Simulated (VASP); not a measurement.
A run of VASP 6.6.1 is set up as follows.

INCAR

```
SYSTEM = BN
  ALGO = Normal
  EDIFF = 1E-6
  EDIFFG = -0.02
  ENCUT = 520
  GGA = PE
  IBRION = 2
  ISIF = 2
  ISMEAR = -1
  LASPH = .TRUE.
  LCHARG = .FALSE.
  LREAL = .FALSE.
  LWAVE = .FALSE.
  NELM = 60
  NSW = 80
  PREC = Accurate
  SIGMA = 0.02
```

File KPOINTS:

```
k-points
0
G
  14 14 14
  0 0 0
```

The input POSCAR:

```
BN
1.0
    0.0000000000      1.8075000000      1.8436500000
    1.8075000000      0.0000000000      1.8436500000
    1.8075000000      1.8075000000      0.0000000000
B N
1 1
Direct
    0.0000000000      0.0000000000      0.0000000000
    0.2500000000      0.2500000000      0.2500000000
```

Potentials or basis: VASP PAW PBE potentials, release 64 (B, N).

Launch:

```sh
$ cat potpaw_PBE.64/B/POTCAR potpaw_PBE.64/N/POTCAR > POTCAR
$ mpirun -np 1 vasp_std > vasp.out
```

(1) Estimate the band gap on the k mesh.

Results:

(1) 4.26 eV (least direct gap 8.62 eV).

Caveat: the cell differs from its parent crystal (z stretched by +2 %); the relaxation stopped at its first step, so nothing moved.
